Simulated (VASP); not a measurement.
Set up this calculation in VASP 6.6.1, as the native input.

* Task: single point
* Functional: PBE
* Dispersion: D3(BJ)
* Potentials or basis: VASP PAW PBE potentials, release 64 (Se, Bi_d)
* Cutoff: 520 eV
* k mesh: 12 × 12 × 1
* Occupations: gaussian, width 0.01 eV
* Spin: no spin polarisation
* Dipole correction: yes
* Further INCAR settings: ALGO = Normal; EDIFF = 1e-07; NBANDS = 59

The structure of Bi2Se3 lies in POSCAR:

```
Bi2Se3
1.0
    4.1333509408      0.0000000000      0.0000000000
   -2.0666754704      3.5795869174      0.0000000000
    0.0000000000      0.0000000000     58.9737018553
Se Bi
6 4
Direct
    0.0000000000      0.0000000000      0.3597158752
    0.6666666667      0.3333333333      0.4191980170
    0.3333333333      0.6666666667      0.4786518753
    0.6666666667      0.3333333333      0.5213481247
    0.3333333333      0.6666666667      0.5808019830
    0.0000000000      0.0000000000      0.6402841248
    0.3333333333      0.6666666667      0.3864115600
    0.0000000000      0.0000000000      0.4518852756
    0.0000000000      0.0000000000      0.5481147244
    0.6666666667      0.3333333333      0.6135884400
```

The input as run:

INCAR

```
SYSTEM = Bi2Se3
PREC = Accurate
ENCUT = 520
EDIFF = 1E-7
ISMEAR = 0
SIGMA = 0.01
LREAL = .FALSE.
LASPH = .TRUE.
NELM = 60
ALGO = Normal
ISIF = 2
LWAVE = .FALSE.
LCHARG = .FALSE.
LDIPOL = .TRUE.
IDIPOL = 3
DIPOL = 0.5 0.5 0.500
GGA = PE
IVDW = 12
NBANDS = 59
```

KPOINTS

```
Automatic mesh
0
G
  12 12 1
  0 0 0
```

Potentials or basis: VASP PAW PBE potentials, release 64 (Se, Bi_d).

The run is started by

```sh
$ cat potpaw_PBE.64/Se/POTCAR potpaw_PBE.64/Bi_d/POTCAR > POTCAR
$ mpirun -np 1 vasp_std > vasp.out
```

Results of the run:

The largest force is 0.012 eV/Å and the band gap on the k mesh is 0.52 eV. The dispersion energy per atom is -0.360 eV.

Caveat: spin-orbit coupling is left out, which moves the levels of the heavy elements.

Wall time 41 min on 1 thread of Oxide Virtual Turin-like Processor, with other jobs on the host, peak memory 1.3 GiB.
